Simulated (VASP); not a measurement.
# CdSe: single point with PBE

CdSe:

```xyz
4
Lattice="4.2539 0.0000 0.0000 -2.1270 3.6840 0.0000 0.0000 0.0000 6.9351" Properties=species:S:1:pos:R:3 pbc="T T T"
Cd    0.0000    2.4560   -0.0028
Cd    2.1270    1.2280    3.4648
Se    0.0000    2.4560    2.6035
Se    2.1270    1.2280    6.0710
```

This cell differs from its parent crystal: strain -2.0%.

```
Program                : VASP 6.6.1
Task                   : single point
Functional             : PBE
Potentials or basis    : VASP PAW PBE potentials, release 64 (Cd, Se)
Cutoff                 : 520 eV
k mesh                 : 12 × 12 × 4
Occupations            : fermi-dirac, width 0.02 eV
Spin                   : no spin polarisation
Dipole correction      : no
Further INCAR settings : ALGO = Normal; EDIFF = 1e-06; NBANDS = 26
```

* Pressure: 5.4 GPa
* Band gap on the k mesh: 0.75 eV

Stress tensor (GPa, compression positive):
```
5.34 0.00 0.00
0.00 5.34 0.00
0.00 0.00 5.47
```

Levels at points of the mesh, in eV from the valence-band top:
```tsv
k point	band 14	band 15	band 16	band 17	band 18	band 19	band 20	band 21	band 22	band 23
(0.00, 0.00, 0.00)	-0.82	-0.82	-0.05	0.00	0.00	0.75	2.24	5.85	5.85	6.16
(0.50, 0.00, 0.00)	-3.79	-2.82	-1.98	-1.43	-0.81	3.29	3.32	4.76	6.28	6.46
(0.00, 0.00, 0.50)	-2.75	-0.43	-0.43	-0.43	-0.43	2.44	2.44	5.91	5.91	6.26
(0.50, 0.00, 0.50)	-4.40	-1.45	-1.45	-1.44	-1.44	2.95	2.95	4.86	4.86	7.84
```

Wall time 47 s on 1 thread of Intel(R) Xeon(R) 6975P-C (Granite Rapids) (shared host), peak memory 0.31 GiB.

Caveat: the cell differs from its parent crystal (strain -2.0%); the cell stands under pressure.
